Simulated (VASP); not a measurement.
# CdS (F-43m) in VASP: further runs

CdS is run at these levels: PBE-based screened hybrid with 20 % exact exchange, PBE-based screened hybrid with 25 % exact exchange; tasks: single point.

Program: VASP 6.6.1. These are calculated values, not measurements. Logs are shortened: lines on timing, memory, paths and dates and some standing lists are left out, and cuts for length are marked.

**1. The cell of the first run**

The structure is cubic, space group F-43m (No. 216). Conventional cell: a = 5.833 Å, b = 5.833 Å, c = 5.833 Å, α = 90.00°, β = 90.00°, γ = 90.00°. Cd (site symmetry -43m) has 4 S at 2.53 Å within 3.3 Å. Within 3.3 Å of S (site symmetry -43m) lie 4 Cd at 2.53 Å.

**2. Single point, PBE-based screened hybrid with 20 % exact exchange**

The input, POSCAR:

```
CdS
1.0
    0.0000000000      2.9165000000      2.9165000000
    2.9165000000      0.0000000000      2.9165000000
    2.9165000000      2.9165000000      0.0000000000
Cd S
1 1
Direct
    0.0000000000      0.0000000000      0.0000000000
    0.7500000000      0.7500000000      0.7500000000
```

The input, INCAR.step1:

```
  PREC = Accurate
  ENCUT = 520
  EDIFF = 1E-5
  ISMEAR = -1
  SIGMA = 0.05
  LREAL = F
  LASPH = T
  NELM = 80
  ALGO = Normal
  ISIF = 2
  LWAVE = T
  LCHARG = F
  GGA = PE
  NBANDS = 16
```

The input, INCAR.step2:

```
  PREC = Accurate
  ENCUT = 520
  EDIFF = 1E-6
  ISMEAR = -1
  SIGMA = 0.05
  LREAL = F
  LASPH = T
  NELM = 80
  ALGO = Normal
  ISIF = 2
  LWAVE = F
  LCHARG = F
  GGA = PE
  LHFCALC = T
  AEXX = 0.2
  HFSCREEN = 0.2
  PRECFOCK = Normal
  ISTART = 1
  NBANDS = 16
```

The input, KPOINTS:

```
regular mesh
0
Gamma
  4 4 4
```

Potentials or basis: VASP PAW PBE potentials, release 64 (Cd, S).

Launch:

```console
cat potpaw_PBE.64/Cd/POTCAR potpaw_PBE.64/S/POTCAR > POTCAR
cp INCAR.step1 INCAR
mpirun -np 1 vasp_std > vasp.out
cp INCAR.step2 INCAR
mpirun -np 1 vasp_std > vasp.out
```

OUTCAR:

```text
PREC = Accurate
   ENCUT = 520
   EDIFF = 1E-6
   ISMEAR = -1
   LREAL = F
   LASPH = T
   NELM = 80
   ISIF = 2
   GGA = PE
   LHFCALC = T
   AEXX = 0.2
   HFSCREEN = 0.2
   PRECFOCK = Normal
   ISTART = 1

 ion  position               nearest neighbor table
   1  0.000  0.000  0.000-   2 2.53   2 2.53   2 2.53   2 2.53
   2  0.750  0.750  0.750-   1 2.53   1 2.53   1 2.53   1 2.53

  LATTYP: Found a face centered cubic cell.
 ALAT       =     5.8330000000

  Lattice vectors:

 A1 = (   0.0000000000,   2.9165000000,   2.9165000000)
 A2 = (   2.9165000000,   0.0000000000,   2.9165000000)
 A3 = (   2.9165000000,   2.9165000000,   0.0000000000)

Analysis of symmetry for initial positions (statically):
=====================================================================
 Subroutine PRICEL returns:
 Original cell was already a primitive cell.

 Routine SETGRP: Setting up the symmetry group for a
 face centered cubic supercell.

 Subroutine GETGRP returns: Found 24 space group operations
 (whereof 24 operations were pure point group operations)
 out of a pool of 48 trial point group operations.

The static configuration has the point symmetry T_d .

Analysis of symmetry for dynamics (positions and initial velocities):
=====================================================================
 Subroutine PRICEL returns:
 Original cell was already a primitive cell.

 Routine SETGRP: Setting up the symmetry group for a
 face centered cubic supercell.

 Subroutine GETGRP returns: Found 24 space group operations
 (whereof 24 operations were pure point group operations)
 out of a pool of 48 trial point group operations.

The dynamic configuration has the point symmetry T_d .

 Subroutine INISYM returns: Found 24 space group operations
 (whereof 24 operations are pure point group operations),
 and found     1 'primitive' translations

----------------------------------------------------------------------------------------

                                     Primitive cell

  volume of cell :      49.6153

  direct lattice vectors                    reciprocal lattice vectors
[... 70 lines left out ...]
   EDIFF  = 0.1E-05   stopping-criterion for ELM
   LREAL  =      F    real-space projection
   EDIFFG = 0.1E-04   stopping-criterion for IOM
   NSW    =      0    number of steps for IOM
   IBRION =     -1    ionic relax: 0-MD 1-quasi-New 2-CG
   NFREE  =      0    steps in history (QN), initial steepest desc. (CG)
   ISIF   =      2    stress and relaxation
   ISYM   =      3    0-nonsym 1-usesym 2-fastsym
   POTIM  = 0.5000    time-step for ionic-motion
   TEBEG  =    0.0;   TEEND  =   0.0 temperature during run
   PSTRESS=    0.0 pullay stress
   NELECT =      18.0000    total number of electrons
   NUPDOWN=      -1.0000    fix difference up-down
   EMIN   =  10.00;   EMAX   =-10.00  energy-range for DOS
   EFERMI =   0.00;   METHOD = LEGACY
   ISMEAR =    -1;   SIGMA  =   0.05  broadening in eV -4-tet -1-fermi 0-gaus
   EFERMI_NEDOS =   21; number of points for ismear=-14 and -15
   IALGO  =     38    algorithm
   IMIX   =      1    mixing-type and parameters
     AMIX     =   0.40;   BMIX     =  1.00
     AMIX_MAG =   1.60;   BMIX_MAG =  1.00
  volume/ion in A,a.u.               =      24.81       167.41
  Fermi-wavevector in a.u.,A,eV,Ry     =   1.167599  2.206442 18.548649  1.363287
  Thomas-Fermi vector in A             =   2.304097
   LORBIT       =      0    0 simple, 1 ext, 2 COOP (PROOUT), +10 PAW based schemes
   GGA     = PE    functional components
   LHFCALC =     T    Hartree Fock is set to
   PRECFOCK=normal    Normal, Fast or Accurate (Low or Medium for compatibility)
   ENCUT4O =  -1.0   cutoff for four orbital integrals eV
   NKREDX  =     1    reduce k-point grid by
   NKREDY  =     1    reduce k-point grid by
   NKREDZ  =     1    reduce k-point grid by
   AEXX    =    0.2000 exact exchange contribution
   HFSCREEN=    0.2000 screening length (either q_TF or 0.3 A-1)
   HFSCREENC=   0.2000 screening length for correlation (either q_TF or 0.3 A-1)
   ENCUTFOCK=  -1.0 apply spherical cutoff to Coloumb kernel
   IVDW    =     0    specifies the selected vdW correction
   LEPSILON=     F    determine dielectric tensor
   LRPA    =     F    only Hartree local field effects (RPA)
 non-spin polarized calculation
  energy-cutoff  :      520.00
  volume of cell :       49.62
 maximum number of plane-waves:      1363
 NGX is ok and might be reduce to    32
  NGX = 24; NGY = 24; NGZ = 24

 number of electron      18.0000004 magnetization

 Free energy of the ion-electron system (eV)
  ---------------------------------------------------
  ext. energy  EPLUGINS =         0.00000000
  ---------------------------------------------------
  free energy    TOTEN  =        -7.29306408 eV

  energy without entropy =       -7.29306408  energy(sigma->0) =       -7.29306408

 E-fermi :   1.8223     XC(G=0):  -7.8866

 val. band max:        0.8004946282   @ k =   0.0000   0.0000   0.0000
 cond. band min:       2.7819975064   @ k =   0.0000   0.0000   0.0000
 fundamental gap:      1.9815028781
 Fermi energy:         1.8223230870

 k-point     1 :       0.0000    0.0000    0.0000
  band No.  band energies     occupation
      1     -12.5218      2.00000
      2      -7.8431      2.00000
      3      -7.8431      2.00000
      4      -7.8431      2.00000
      5      -7.3611      2.00000
      6      -7.3611      2.00000
[... 129 lines left out ...]
      3      -7.5952      2.00000
      4      -7.4045      2.00000
      5      -7.3521      2.00000
      6      -6.6854      2.00000
[... 8 lines left out ...]
     15      15.1047      0.00000
     16      15.3544      0.00000

------------------------ aborting loop because EDIFF is reached ----------------------------------------

  FORCE on cell =-STRESS in cart. coord.  units (eV):
  Direction    XX          YY          ZZ          XY          YZ          ZX
  --------------------------------------------------------------------------------------
  -------------------------------------------------------------------------------------
  Total        0.7356367      0.7356367      0.7356367      0.0000000      0.0000000     -0.0000000
  in kB       23.7551643     23.7551643     23.7551643      0.0000000      0.0000000     -0.0000000
  external PRESSURE =      23.7551643 kB  Pullay stress =       0.0000000 kB

 VOLUME and BASIS-vectors are now :
 -----------------------------------------------------------------------------
  energy-cutoff  :      520.00
  volume of cell :       49.62
      direct lattice vectors                 reciprocal lattice vectors
     0.000000000  2.916500000  2.916500000    -0.171438368  0.171438368  0.171438368
     2.916500000  0.000000000  2.916500000     0.171438368 -0.171438368  0.171438368
     2.916500000  2.916500000  0.000000000     0.171438368  0.171438368 -0.171438368

 POSITION                                       TOTAL-FORCE (eV/Angst)
 -----------------------------------------------------------------------------------
      0.00000      0.00000      0.00000         0.000000      0.000000      0.000000
      4.37475      4.37475      4.37475        -0.000000     -0.000000     -0.000000
 -----------------------------------------------------------------------------------
    total drift:                               -0.000074     -0.000095     -0.000052

  FREE ENERGIE OF THE ION-ELECTRON SYSTEM (eV)
  ---------------------------------------------------
  free  energy   TOTEN  =        -7.2930640757 eV

  energy  without entropy=       -7.2930640754  energy(sigma->0) =       -7.29306408
```

Wall time 12 min (1 thread of Intel Xeon 8259CL, shared host); peak memory 0.28 GiB.

What came out:

```yaml
Free_energy: -7.2931 eV
Pressure: 2.4 GPa
Band_gap_on_the_k_mesh: 1.98 eV
```

Levels at points of the mesh, in eV from the valence-band top:
```
           k point  band 7  band 8  band 9  band 10  band 11  band 12
(0.00, 0.00, 0.00)    0.00    0.00    0.00     1.98     7.48     7.48
(0.50, 0.00, 0.00)   -4.64   -0.80   -0.80     3.90     7.94     7.94
(0.50, 0.50, 0.00)   -4.17   -1.99   -1.99     4.28     5.26    10.31
```

Caveat: the k points lie up to 0.47 Å⁻¹ apart; the PAW data sets were made with another functional, which shifts forces and pressure a little.

**3. Single point, PBE-based screened hybrid with 25 % exact exchange**

POSCAR is that of step 2.

The input, INCAR.step1:

```
PREC     = Accurate       # precision mode
ENCUT    = 520            # plane-wave cutoff, eV
EDIFF    = 1E-5           # SCF threshold, eV
ISMEAR   = -1             # smearing method
SIGMA    = 0.05           # smearing width, eV
LREAL    = F              # projectors in reciprocal space
LASPH    = T              # aspherical terms in the spheres
NELM     = 100            # most SCF steps
ALGO     = Normal         # electronic algorithm
ISIF     = 2              # what is computed and relaxed
LWAVE    = T              # write WAVECAR
NBANDS   = 16             # bands
GGA      = PE             # functional
```

The input, INCAR.step2:

```
PREC     = Accurate       # precision mode
ENCUT    = 520            # plane-wave cutoff, eV
EDIFF    = 1E-7           # SCF threshold, eV
ISMEAR   = -1             # smearing method
SIGMA    = 0.05           # smearing width, eV
LREAL    = F              # projectors in reciprocal space
LASPH    = T              # aspherical terms in the spheres
NELM     = 100            # most SCF steps
ALGO     = Normal         # electronic algorithm
ISIF     = 2              # what is computed and relaxed
LWAVE    = F              # write WAVECAR
LCHARG   = T              # write CHGCAR
GGA      = PE             # functional
LHFCALC  = T              # exact exchange
AEXX     = 0.25           # exact-exchange fraction
HFSCREEN = 0.2            # screening, 1/A
PRECFOCK = Normal       
LELF     = T              # ELF
LVHAR    = T            
NBANDS   = 16             # bands
ISTART   = 1
```

The input, KPOINTS:

```
Automatic mesh
0
Gamma
  4 4 4
```

Potentials or basis: VASP PAW PBE potentials, release 64 (Cd, S).

Launch:

```console
cat potpaw_PBE.64/Cd/POTCAR potpaw_PBE.64/S/POTCAR > POTCAR
cp INCAR.step1 INCAR
mpirun -np 1 vasp_std > vasp.out
cp INCAR.step2 INCAR
mpirun -np 1 vasp_std > vasp.out
```

OUTCAR:

```text
PREC = Accurate
   ENCUT = 520
   EDIFF = 1E-7
   ISMEAR = -1
   LREAL = F
   LASPH = T
   NELM = 100
   ISIF = 2
   GGA = PE
   LHFCALC = T
   AEXX = 0.25
   HFSCREEN = 0.2
   PRECFOCK = Normal
   ISTART = 1

 ion  position               nearest neighbor table
   1  0.000  0.000  0.000-   2 2.53   2 2.53   2 2.53   2 2.53
   2  0.750  0.750  0.750-   1 2.53   1 2.53   1 2.53   1 2.53

  LATTYP: Found a face centered cubic cell.
[... 330 lines left out ...]
     16      15.5283      0.00000

------------------------ aborting loop because EDIFF is reached ----------------------------------------

  FORCE on cell =-STRESS in cart. coord.  units (eV):
  Direction    XX          YY          ZZ          XY          YZ          ZX
  --------------------------------------------------------------------------------------
  -------------------------------------------------------------------------------------
  Total        0.6724078      0.6724078      0.6724078      0.0000000      0.0000000      0.0000000
  in kB       21.7133779     21.7133779     21.7133779      0.0000000      0.0000000      0.0000000
  external PRESSURE =      21.7133779 kB  Pullay stress =       0.0000000 kB

 VOLUME and BASIS-vectors are now :
 -----------------------------------------------------------------------------
  energy-cutoff  :      520.00
  volume of cell :       49.62
      direct lattice vectors                 reciprocal lattice vectors
     0.000000000  2.916500000  2.916500000    -0.171438368  0.171438368  0.171438368
     2.916500000  0.000000000  2.916500000     0.171438368 -0.171438368  0.171438368
     2.916500000  2.916500000  0.000000000     0.171438368  0.171438368 -0.171438368

 POSITION                                       TOTAL-FORCE (eV/Angst)
 -----------------------------------------------------------------------------------
      0.00000      0.00000      0.00000        -0.000000     -0.000000      0.000000
      4.37475      4.37475      4.37475         0.000000      0.000000     -0.000000
 -----------------------------------------------------------------------------------
    total drift:                               -0.000017     -0.000031     -0.000013

  FREE ENERGIE OF THE ION-ELECTRON SYSTEM (eV)
  ---------------------------------------------------
  free  energy   TOTEN  =        -7.6066947946 eV

  energy  without entropy=       -7.6066947945  energy(sigma->0) =       -7.60669479
```

OUTCAR.step1:

```text
PREC = Accurate
   ENCUT = 520
   EDIFF = 1E-5
   ISMEAR = -1
   LREAL = F
[... 355 lines left out ...]
      0.00000      0.00000      0.00000         0.000000      0.000000      0.000000
      4.37475      4.37475      4.37475        -0.000000     -0.000000     -0.000000
 -----------------------------------------------------------------------------------
    total drift:                                0.000000      0.000000      0.000000

  FREE ENERGIE OF THE ION-ELECTRON SYSTEM (eV)
  ---------------------------------------------------
  free  energy   TOTEN  =        -6.0879073628 eV

  energy  without entropy=       -6.0879065948  energy(sigma->0) =       -6.08790698
```

Wall time 15 min (1 thread of Intel Xeon 8259CL, shared host); peak memory 0.28 GiB.

Results:

```yaml
Free_energy: -7.6067 eV
Pressure: 2.2 GPa
Band_gap_on_the_k_mesh: 2.20 eV
```

Levels at points of the mesh, in eV from the valence-band top:
```csv
k point,band 5,band 6,band 7,band 8,band 9,band 10,band 11,band 12,band 13,band 14
"(0.00, 0.00, 0.00)",-8.38,-8.38,0.00,0.00,0.00,2.20,7.73,7.73,7.73,12.79
"(0.50, 0.00, 0.00)",-8.35,-7.96,-4.70,-0.80,-0.80,4.14,8.17,8.17,8.71,12.35
"(0.50, 0.50, 0.00)",-8.30,-7.88,-4.22,-2.01,-2.01,4.47,5.49,10.58,12.31,12.31
```

Caveat: the k points lie up to 0.47 Å⁻¹ apart; the PAW data sets were made with another functional, which shifts forces and pressure a little.
